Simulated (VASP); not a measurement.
# GaGe3 (Fm-3m) in VASP: further runs

GaGe3 is run at these levels: r2SCAN; tasks: single point.

Program: VASP 6.6.1. These are calculated values, not measurements. Logs are shortened: lines on timing, memory, paths and dates and some standing lists are left out, and cuts for length are marked.

## (1) The cell of the first run

The structure is cubic, space group Fm-3m (No. 225). The conventional cell has a = 6.819 Å, b = 6.819 Å, c = 6.819 Å, α = 90.00°, β = 90.00°, γ = 90.00°. Ge (site symmetry m-3m) has 8 Ge at 2.95 Å and 6 Ga at 3.41 Å within 3.9 Å. Within 3.9 Å of Ge (site symmetry -43m) lie 4 Ga at 2.95 Å and 10 Ge at 2.95 to 3.41 Å. Within 3.9 Å of Ga (site symmetry m-3m) lie 14 Ge at 2.95 to 3.41 Å.

## (2) Single point, r2SCAN

POSCAR

```
GaGe3
1.0
    0.0000000000      3.4095992233      3.4095992233
    3.4095992233      0.0000000000      3.4095992233
    3.4095992233      3.4095992233      0.0000000000
Ge Ga
3 1
Direct
    0.5000000000      0.5000000000      0.5000000000
    0.7500000000      0.7500000000      0.7500000000
    0.2500000000      0.2500000000      0.2500000000
    0.0000000000      0.0000000000      0.0000000000
```

INCAR.step1

```
  ALGO = Normal
  EDIFF = 1E-4
  ENCUT = 520
  GGA = PE
  ISMEAR = -1
  LASPH = T
  LCHARG = F
  LREAL = F
  LWAVE = T
  NBANDS = 36
  NELM = 100
  PREC = Accurate
  SIGMA = 0.05
```

INCAR.step2

```
  ALGO = Normal
  EDIFF = 1E-6
  ENCUT = 520
  ISIF = 2
  ISMEAR = -1
  ISTART = 1
  LASPH = T
  LCHARG = T
  LELF = T
  LMIXTAU = T
  LREAL = F
  LVHAR = T
  LWAVE = F
  METAGGA = R2SCAN
  NBANDS = 36
  NELM = 100
  PREC = Accurate
  SIGMA = 0.05
```

KPOINTS

```
k-points
0
Gamma
  7 7 7
```

Potentials or basis: VASP PAW PBE potentials, release 64 (Ge_d, Ga_d).

On the command line:

```sh
$ cat potpaw_PBE.64/Ge_d/POTCAR potpaw_PBE.64/Ga_d/POTCAR > POTCAR
$ cp INCAR.step1 INCAR
$ mpirun -np 1 vasp_std > vasp.out
$ cp INCAR.step2 INCAR
$ mpirun -np 1 vasp_std > vasp.out
```

OUTCAR:

```text
EDIFF = 1E-6
   ENCUT = 520
   ISIF = 2
   ISMEAR = -1
   ISTART = 1
   LASPH = T
   LREAL = F
   METAGGA = R2SCAN
   NELM = 100
   PREC = Accurate

 ion  position               nearest neighbor table
   1  0.500  0.500  0.500-
   2  0.750  0.750  0.750-
   3  0.250  0.250  0.250-
   4  0.000  0.000  0.000-

  LATTYP: Found a face centered cubic cell.
 ALAT       =     6.8191984466

  Lattice vectors:

 A1 = (   0.0000000000,   3.4095992233,   3.4095992233)
 A2 = (   3.4095992233,   0.0000000000,   3.4095992233)
 A3 = (   3.4095992233,   3.4095992233,   0.0000000000)

Analysis of symmetry for initial positions (statically):
=====================================================================
 Subroutine PRICEL returns:
 Original cell was already a primitive cell.

 Routine SETGRP: Setting up the symmetry group for a
 face centered cubic supercell.

 Subroutine GETGRP returns: Found 48 space group operations
 (whereof 48 operations were pure point group operations)
 out of a pool of 48 trial point group operations.

The static configuration has the point symmetry O_h .

Analysis of symmetry for dynamics (positions and initial velocities):
=====================================================================
 Subroutine PRICEL returns:
 Original cell was already a primitive cell.

 Routine SETGRP: Setting up the symmetry group for a
 face centered cubic supercell.

 Subroutine GETGRP returns: Found 48 space group operations
 (whereof 48 operations were pure point group operations)
 out of a pool of 48 trial point group operations.

The dynamic configuration has the point symmetry O_h .

 Subroutine INISYM returns: Found 48 space group operations
 (whereof 48 operations are pure point group operations),
 and found     1 'primitive' translations

----------------------------------------------------------------------------------------

                                     Primitive cell

  volume of cell :      79.2757

  direct lattice vectors                    reciprocal lattice vectors
     0.000000000  3.409599223  3.409599223    -0.146644801  0.146644801  0.146644801
     3.409599223  0.000000000  3.409599223     0.146644801 -0.146644801  0.146644801
     3.409599223  3.409599223  0.000000000     0.146644801  0.146644801 -0.146644801

  length of vectors
     4.821901464  4.821901464  4.821901464     0.253996246  0.253996246  0.253996246

  position of ions in fractional coordinates (direct lattice)
     0.500000000  0.500000000  0.500000000
     0.750000000  0.750000000  0.750000000
     0.250000000  0.250000000  0.250000000
     0.000000000  0.000000000  0.000000000

  ion indices of the primitive-cell ions
   primitive index   ion index
                 1           1
                 2           2
                 3           3
                 4           4

----------------------------------------------------------------------------------------

 KPOINTS: k-points

Automatic generation of k-mesh.
 Grid dimensions read from file:
 generate k-points for:    7    7    7

 Generating k-lattice:

  Cartesian coordinates                     Fractional coordinates (reciprocal lattice)
    -0.020949257  0.020949257  0.020949257     0.142857143  0.000000000  0.000000000
     0.020949257 -0.020949257  0.020949257     0.000000000  0.142857143  0.000000000
     0.020949257  0.020949257 -0.020949257     0.000000000  0.000000000  0.142857143

  Length of vectors
     0.036285178  0.036285178  0.036285178

  Shift w.r.t. Gamma in fractional coordinates (k-lattice)
     0.000000000  0.000000000  0.000000000

 Subroutine IBZKPT returns following result:
 ===========================================

 Found     20 irreducible k-points:

 Following reciprocal coordinates:
            Coordinates               Weight
  0.000000  0.000000  0.000000      1.000000
  0.142857  0.000000  0.000000      8.000000
  0.285714  0.000000  0.000000      8.000000
  0.428571  0.000000  0.000000      8.000000
  0.142857  0.142857  0.000000      6.000000
  0.285714  0.142857  0.000000     24.000000
[... 12 lines left out ...]
 -0.428571  0.428571  0.142857     24.000000
 -0.285714  0.428571  0.142857     24.000000
   k-points           NKPTS =     20   k-points in BZ     NKDIM =     20   number of bands    NBANDS=     36
   number of dos      NEDOS =    301   number of ions     NIONS =      4
   total plane-waves  NPLWV =  46656
   dimension x,y,z NGX =    36 NGY =   36 NGZ =   36
   dimension x,y,z NGXF=    72 NGYF=   72 NGZF=   72
   ions per type =               3   1
   NGX,Y,Z   is equivalent  to a cutoff of  12.41, 12.41, 12.41 a.u.
   NGXF,Y,Z  is equivalent  to a cutoff of  24.82, 24.82, 24.82 a.u.
 SYSTEM =  unknown system
   PREC   = accura    normal or accurate (medium, high low for compatibility)
   ISTART =      1    job   : 0-new  1-cont  2-samecut
   ICHARG =      0    charge: 1-file 2-atom 10-const
   ISPIN  =      1    spin polarized calculation?
   LNONCOLLINEAR =      F non collinear calculations
   LSORBIT =      F    spin-orbit coupling
   LASPH  =      T    aspherical Exc in radial PAW
   ENCUT  =  520.0 eV  38.22 Ry    6.18 a.u.   8.97  8.97  8.97*2*pi/ulx,y,z
   NELM   =    100;   NELMIN=  2; NELMDL=  0     # of ELM steps
   EDIFF  = 0.1E-05   stopping-criterion for ELM
   LREAL  =      F    real-space projection
   EDIFFG = 0.1E-04   stopping-criterion for IOM
   NSW    =      0    number of steps for IOM
   IBRION =     -1    ionic relax: 0-MD 1-quasi-New 2-CG
   NFREE  =      0    steps in history (QN), initial steepest desc. (CG)
   ISIF   =      2    stress and relaxation
   ISYM   =      2    0-nonsym 1-usesym 2-fastsym
   POTIM  = 0.5000    time-step for ionic-motion
   TEBEG  =    0.0;   TEEND  =   0.0 temperature during run
   PSTRESS=    0.0 pullay stress
   NELECT =      55.0000    total number of electrons
   NUPDOWN=      -1.0000    fix difference up-down
   EMIN   =  10.00;   EMAX   =-10.00  energy-range for DOS
   EFERMI =   0.00;   METHOD = LEGACY
   ISMEAR =    -1;   SIGMA  =   0.05  broadening in eV -4-tet -1-fermi 0-gaus
   EFERMI_NEDOS =   21; number of points for ismear=-14 and -15
   IALGO  =     38    algorithm
   IMIX   =      4    mixing-type and parameters
     AMIX     =   0.40;   BMIX     =  1.00
     AMIX_MAG =   1.60;   BMIX_MAG =  1.00
  volume/ion in A,a.u.               =      19.82       133.74
  Fermi-wavevector in a.u.,A,eV,Ry     =   1.449269  2.738722 28.577421  2.100381
  Thomas-Fermi vector in A             =   2.567015
   LORBIT       =      0    0 simple, 1 ext, 2 COOP (PROOUT), +10 PAW based schemes
   METAGGA = R2SCAN    functional components
   LHFCALC =     F    Hartree Fock is set to
   AEXX    =    0.0000 exact exchange contribution
   IVDW    =     0    specifies the selected vdW correction
   LEPSILON=     F    determine dielectric tensor
   LRPA    =     F    only Hartree local field effects (RPA)
 non-spin polarized calculation
  energy-cutoff  :      520.00
  volume of cell :       79.28
 maximum number of plane-waves:      2145
   NGX = 17   NGY = 17   NGZ = 17

 number of electron      55.0000003 magnetization

 Free energy of the ion-electron system (eV)
  ---------------------------------------------------
  ext. energy  EPLUGINS =         0.00000000
  ---------------------------------------------------
  free energy    TOTEN  =       -51.21302245 eV

  energy without entropy =      -51.20278555  energy(sigma->0) =      -51.20790400

 E-fermi :   5.7874     XC(G=0): -12.0975

 val. band max:        5.7060416823   @ k =  -0.4286   0.1429   0.0000
 cond. band min:       5.8760405577   @ k =   0.2857   0.1429   0.0000
 fundamental gap:      0.1699988754
 Fermi energy:         5.7873501019

 k-point     1 :       0.0000    0.0000    0.0000
  band No.  band energies     occupation
      1     -19.6131      2.00000
      2     -19.6131      2.00000
      3     -19.6097      2.00000
      4     -19.6097      2.00000
      5     -19.6097      2.00000
      6     -19.5855      2.00000
[... 28 lines left out ...]
     35      10.9872      0.00000
     36      15.8782      0.00000

 k-point     2 :       0.1429    0.0000    0.0000
  band No.  band energies     occupation
      1     -19.6130      2.00000
      2     -19.6130      2.00000
      3     -19.6128      2.00000
      4     -19.6096      2.00000
      5     -19.6096      2.00000
      6     -19.5829      2.00000
[... 28 lines left out ...]
     35      11.8648      0.00000
     36      14.3106      0.00000

 k-point     3 :       0.2857    0.0000    0.0000
  band No.  band energies     occupation
      1     -19.6187      2.00000
      2     -19.6187      2.00000
      3     -19.6137      2.00000
      4     -19.6004      2.00000
      5     -19.6004      2.00000
      6     -19.5784      2.00000
[... 28 lines left out ...]
     35      13.6220      0.00000
     36      13.6221      0.00000

 k-point     4 :       0.4286    0.0000    0.0000
  band No.  band energies     occupation
      1     -19.6227      2.00000
      2     -19.6227      2.00000
      3     -19.6095      2.00000
      4     -19.5891      2.00000
      5     -19.5891      2.00000
      6     -19.5754      2.00000
[... 28 lines left out ...]
     35      11.9310      0.00000
     36      13.5566      0.00000

 k-point     5 :       0.1429    0.1429    0.0000
  band No.  band energies     occupation
      1     -19.6162      2.00000
      2     -19.6162      2.00000
      3     -19.6097      2.00000
      4     -19.6081      2.00000
      5     -19.6067      2.00000
      6     -19.5859      2.00000
[... 499 lines left out ...]
 k-point    18 :      -0.4286    0.2857    0.1429
  band No.  band energies     occupation
      1     -19.6237      2.00000
      2     -19.6203      2.00000
      3     -19.6114      2.00000
      4     -19.5931      2.00000
      5     -19.5892      2.00000
      6     -19.5785      2.00000
[... 28 lines left out ...]
     35      13.1997      0.00000
     36      13.6845      0.00000

 k-point    19 :      -0.4286    0.4286    0.1429
  band No.  band energies     occupation
      1     -19.6252      2.00000
      2     -19.6232      2.00000
      3     -19.6057      2.00000
      4     -19.5988      2.00000
      5     -19.5875      2.00000
      6     -19.5796      2.00000
[... 28 lines left out ...]
     35      12.8522      0.00000
     36      13.0723      0.00000

 k-point    20 :      -0.2857    0.4286    0.1429
  band No.  band energies     occupation
      1     -19.6246      2.00000
      2     -19.6175      2.00000
      3     -19.6138      2.00000
      4     -19.5948      2.00000
      5     -19.5865      2.00000
      6     -19.5794      2.00000
[... 28 lines left out ...]
     35      12.7845      0.00000
     36      13.1128      0.00000

------------------------ aborting loop because EDIFF is reached ----------------------------------------

  FORCE on cell =-STRESS in cart. coord.  units (eV):
  Direction    XX          YY          ZZ          XY          YZ          ZX
  --------------------------------------------------------------------------------------
  -------------------------------------------------------------------------------------
  Total       -1.8332629     -1.8332629     -1.8332629      0.0000000      0.0000000      0.0000000
  in kB      -37.0506074    -37.0506074    -37.0506074      0.0000000      0.0000000      0.0000000
  external PRESSURE =     -37.0506074 kB  Pullay stress =       0.0000000 kB

 VOLUME and BASIS-vectors are now :
 -----------------------------------------------------------------------------
  energy-cutoff  :      520.00
  volume of cell :       79.28
      direct lattice vectors                 reciprocal lattice vectors
     0.000000000  3.409599223  3.409599223    -0.146644801  0.146644801  0.146644801
     3.409599223  0.000000000  3.409599223     0.146644801 -0.146644801  0.146644801
     3.409599223  3.409599223  0.000000000     0.146644801  0.146644801 -0.146644801

 POSITION                                       TOTAL-FORCE (eV/Angst)
 -----------------------------------------------------------------------------------
      3.40960      3.40960      3.40960        -0.000000      0.000000     -0.000000
      5.11440      5.11440      5.11440         0.000000      0.000000      0.000000
      1.70480      1.70480      1.70480        -0.000000     -0.000000     -0.000000
      0.00000      0.00000      0.00000        -0.000000      0.000000     -0.000000
 -----------------------------------------------------------------------------------
    total drift:                                0.000000      0.000000      0.000000

  FREE ENERGIE OF THE ION-ELECTRON SYSTEM (eV)
  ---------------------------------------------------
  free  energy   TOTEN  =       -51.2130224480 eV

  energy  without entropy=      -51.2027855520  energy(sigma->0) =      -51.20790400
```

Wall time 2.4 min (1 thread of AMD EPYC 9R45 (Zen 5), shared host); peak memory 0.2 GiB.

Results:

- Free energy: -51.2130 eV
- Pressure: -3.7 GPa

Levels at points of the mesh, in eV from the Fermi level:
| k point | band 26 | band 27 | band 28 | band 29 | band 30 | band 31 |
| --- | --- | --- | --- | --- | --- | --- |
| (0.00, 0.00, 0.00) | -1.57 | -1.25 | -1.25 | -1.25 | -1.10 | 0.29 |

Caveat: the PAW data sets were made with another functional, which shifts forces and pressure a little.

## (3) Single point, r2SCAN

This run uses another cell than the first one, of 20.21 Å³/atom, 1.020 times its volume.

POSCAR

```
GaGe3
1.0
    0.0000000000      3.4317400984      3.4317400984
    3.4317400984      0.0000000000      3.4317400984
    3.4317400984      3.4317400984      0.0000000000
Ge Ga
3 1
Direct
    0.5000000000      0.5000000000      0.5000000000
    0.7500000000      0.7500000000      0.7500000000
    0.2500000000      0.2500000000      0.2500000000
    0.0000000000      0.0000000000      0.0000000000
```

INCAR.step1

```
SYSTEM = GaGe3
ALGO = Normal
EDIFF = 1E-4
ENCUT = 520
GGA = PE
ISMEAR = -1
LASPH = .True.
LCHARG = .False.
LREAL = .False.
LWAVE = .True.
NBANDS = 36
NELM = 60
PREC = Accurate
SIGMA = 0.05
```

INCAR.step2

```
SYSTEM = GaGe3
ALGO = Normal
EDIFF = 1E-7
ENCUT = 520
ISIF = 2
ISMEAR = -1
ISTART = 1
LASPH = .True.
LCHARG = .True.
LELF = .True.
LMIXTAU = .True.
LREAL = .False.
LVHAR = .True.
LWAVE = .False.
METAGGA = R2SCAN
NBANDS = 36
NELM = 60
PREC = Accurate
SIGMA = 0.05
```

KPOINTS

```
k-points
0
Gamma
  7 7 7
  0 0 0
```

Potentials or basis: VASP PAW PBE potentials, release 64 (Ge_d, Ga_d).

On the command line:

```sh
$ cat potpaw_PBE.64/Ge_d/POTCAR potpaw_PBE.64/Ga_d/POTCAR > POTCAR
$ cp INCAR.step1 INCAR
$ mpirun -np 1 vasp_std > vasp.out
$ cp INCAR.step2 INCAR
$ mpirun -np 1 vasp_std > vasp.out
```

It took 2.6 min on 1 thread of AMD EPYC 9R45 (Zen 5), shared host; peak memory 0.2 GiB.

The run converged. Its results:

| Item | Value |
| --- | --- |
| Free energy | -51.1729 eV |
| Pressure | -4.7 GPa |

Levels at points of the mesh, in eV from the Fermi level:
```tsv
k point	band 25	band 26	band 27	band 28	band 29	band 30	band 31	band 32
(0.00, 0.00, 0.00)	-1.52	-1.52	-1.24	-1.21	-1.21	-1.21	0.30	0.30
```

Caveat: the PAW data sets were made with another functional, which shifts forces and pressure a little.

(Continued in part 2 of 2.)
